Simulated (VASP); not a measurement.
Crystal: MgZn2O3.

```xyz
6
Lattice="3.0479 0.0000 0.0000 -1.5240 2.6396 0.0000 0.0000 0.0000 7.4380" Properties=species:S:1:pos:R:3 pbc="T T T"
Mg    0.0000    0.0000    0.0000
Zn    0.0000    1.7597    4.9733
Zn    1.5240    0.8799    2.4647
O     0.0000    1.7597    1.1941
O     1.5240    0.8799    6.2439
O     0.0000    0.0000    3.7190
```

| Property | Result |
| --- | --- |
| Program | VASP 6.6.1 |
| Task | relaxation of cell and atoms |
| Functional | r2SCAN |
| Potentials or basis | VASP PAW PBE potentials, release 64 (Mg, Zn, O) |
| Cutoff | 600 eV |
| k mesh | 12 × 12 × 4 |
| Occupations | fermi-dirac, width 0.02 eV |
| Spin | no spin polarisation |

At the start: pressure -6.7 GPa; volume 9.97 Å³/atom.

Q: Where does the relaxation end?

A: Over 7 steps the energy falls by 8.8 meV/atom and the volume is 9.58 Å³/atom (-3.9 %); space group P-3m1 (No. 164, to 0.1 Å) before and after.

Step by step:
| step | energy change (eV) | largest force (eV/Å) | pressure (GPa) | volume (Å³) |
| --- | --- | --- | --- | --- |
| 1 | 0.0000 | 0.0272 | -6.72 | 59.84 |
| 2 | -0.0387 | 0.0716 | 4.13 | 56.29 |
| 3 | -0.0529 | 0.0352 | 0.23 | 57.44 |
| 4 | -0.0529 | 0.0329 | -0.02 | 57.52 |
| 5 | -0.0529 | 0.0126 | -0.01 | 57.52 |
| 6 | -0.0529 | 0.0167 | -0.01 | 57.51 |
| 7 | -0.0529 | 0.0008 | 0.01 | 57.51 |

Final structure:
```cif
data_structure
_symmetry_space_group_name_H-M 'P 1'
_symmetry_Int_Tables_number 1
_cell_length_a 3.0066
_cell_length_b 3.0066
_cell_length_c 7.3459
_cell_angle_alpha 90.000
_cell_angle_beta 90.000
_cell_angle_gamma 120.000
_cell_volume 57.51
loop_
_atom_site_label
_atom_site_type_symbol
_atom_site_fract_x
_atom_site_fract_y
_atom_site_fract_z
_atom_site_occupancy
Mg1 Mg 0.00000 0.00000 0.00000 1
Zn1 Zn 0.33333 0.66667 0.66886 1
Zn2 Zn 0.66667 0.33333 0.33114 1
O1 O 0.33333 0.66667 0.16032 1
O2 O 0.66667 0.33333 0.83968 1
O3 O 0.00000 0.00000 0.50000 1
```

Caveat: the PAW data sets were made with another functional, which shifts forces and pressure a little.
